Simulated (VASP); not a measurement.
A run of VASP 6.6.1 is set up as follows.

INCAR

```
SYSTEM = Al
ALGO     = Normal         ! electronic algorithm
EDIFF    = 1E-6           ! SCF threshold, eV
ENCUT    = 500            ! plane-wave cutoff, eV
GGA      = PE             ! functional
GGA_COMPAT= .FALSE.      
ISIF     = 2              ! what is computed and relaxed
ISMEAR   = 0              ! smearing method
LASPH    = .TRUE.         ! aspherical terms in the spheres
LCHARG   = .TRUE.         ! write CHGCAR
LELF     = .TRUE.         ! ELF
LREAL    = .FALSE.        ! projectors in reciprocal space
LVHAR    = .TRUE.       
LWAVE    = .FALSE.        ! write WAVECAR
NBANDS   = 8              ! bands
NELM     = 120            ! most SCF steps
PREC     = Accurate       ! precision mode
SIGMA    = 0.1            ! smearing width, eV
```

Contents of KPOINTS:

```
k-points
0
G
  10 10 10
  0 0 0
```

Contents of POSCAR:

```
Al
1.0
    0.0000000000      2.0248050000      2.0248050000
    2.0248050000      0.0000000000      2.0248050000
    2.0248050000      2.0248050000      0.0000000000
Al
1
Direct
    0.0000000000      0.0000000000      0.0000000000
```

Potentials or basis: VASP PAW PBE potentials, release 64 (Al).

The run is started by

```bash
$ cat potpaw_PBE.64/Al/POTCAR > POTCAR
$ mpirun -np 1 vasp_std > vasp.out
```

(1) What does it give for the pressure?

Answers

(1) -0.6 GPa.
